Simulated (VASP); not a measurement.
# Bi2Te3: single point with LDA

System: Bi2Te3, a slab with vacuum.

```xyz
5
Lattice="4.3535 0.0000 0.0000 -2.1767 3.7702 0.0000 0.0000 0.0000 41.0266" Properties=species:S:1:pos:R:3 pbc="T T T"
Te    0.0000    0.0000   16.7285
Te    2.1767    1.2567   20.5133
Te    0.0000    2.5135   24.2980
Bi    0.0000    2.5135   18.4670
Bi    0.0000    0.0000   22.5596
```

```json
{
 "Program": "VASP 6.6.1",
 "Task": "single point",
 "Functional": "LDA",
 "Potentials or basis": "VASP PAW LDA potentials, release 64 (Te, Bi_d)",
 "Cutoff": "520 eV",
 "k mesh": "9 × 9 × 1",
 "Occupations": "gaussian, width 0.02 eV",
 "Spin": "no spin polarisation"
}
```

| Quantity | Value |
| --- | --- |
| Largest force | 0.297 eV/Å |
| Band gap on the k mesh | 0.95 eV (least direct gap 1.22 eV) |

Forces in eV/Å, atoms in the order of the input:
```
Te   0.000  0.000  0.297
Te   0.000  0.000  0.000
Te   0.000  0.000 -0.297
Bi   0.000  0.000 -0.100
Bi   0.000  0.000  0.100
```

Levels at points of the mesh, in eV from the valence-band top:
| k point | band 21 | band 22 | band 23 | band 24 | band 25 | band 26 | band 27 | band 28 |
| --- | --- | --- | --- | --- | --- | --- | --- | --- |
| (0.00, 0.00, 0.00) | -0.82 | -0.46 | -0.26 | -0.26 | 0.95 | 1.57 | 1.57 | 2.36 |

Run time: 4.2 min on 1 thread of Intel(R) Xeon(R) 6975P-C (Granite Rapids), with other jobs on the host, peak memory 0.63 GiB.

Caveat: spin-orbit coupling is left out, which moves the levels of the heavy elements.
